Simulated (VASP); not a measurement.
Write the native input for VASP 6.6.1 that does the following.

```yaml
Task: single point
Functional: LDA
Potentials_or_basis: VASP PAW LDA potentials, release 64 (Pd, Te)
Cutoff: 520 eV
k_mesh: 5 × 5 × 5
Occupations: gaussian, width 0.05 eV
Spin: collinear spin, ferromagnetic start
Starting_moments: "[2.0, 0.0] μB"
Hubbard_terms: Pd d U = 5.0 eV, J = 0.9 eV
Dipole_correction: no
LDAUTYPE: 1
Hund's_J: 0.9
Further_INCAR_settings: ALGO = Normal; EDIFF = 1e-07; NBANDS = 19
```

The structure of TePd lies in POSCAR:

```
TePd
1.0
    3.6310931200      0.0000000000      0.0000000000
    0.0000000000      3.6310931200      0.0000000000
    0.0000000000      0.0000000000      3.6310931200
Pd Te
1 1
Direct
    0.0000000000      0.0000000000      0.0000000000
    0.5000000000      0.5000000000      0.5000000000
```

These files were run (other wordings do the same):

INCAR

```
PREC = Accurate
ENCUT = 520
EDIFF = 1E-7
ISMEAR = 0
SIGMA = 0.05
LREAL = F
LASPH = T
NELM = 150
ALGO = Normal
ISIF = 2
LWAVE = F
LCHARG = F
ISPIN = 2
MAGMOM = 2 0
LORBIT = 11
LMAXMIX = 4
LDAU = T
LDAUTYPE = 1
LDAUL = 2 -1
LDAUU = 5 0
LDAUJ = 0.9 0
LDAUPRINT = 1
NBANDS = 19
```

KPOINTS

```
regular mesh
0
Gamma
  5 5 5
```

Potentials or basis: VASP PAW LDA potentials, release 64 (Pd, Te).

The run is started by

```bash
$ cat potpaw_LDA.64/Pd/POTCAR potpaw_LDA.64/Te/POTCAR > POTCAR
$ mpirun -np 1 vasp_std > vasp.out
```

Results of the run:

```yaml
Pressure: -17.6 GPa
Net_moment: -0.06 μB per cell
Site_moments: Pd -0.05; Te -0.01 μB
Valence_electrons_inside_the_program's_atomic_spheres: Pd 9.46; Te 3.17
```

Caveat: the U is typed as a test and isn't derived for this compound.

Wall time 16 s on 1 thread of Intel Xeon 6975P-C, on a shared host, peak memory 0.16 GiB.
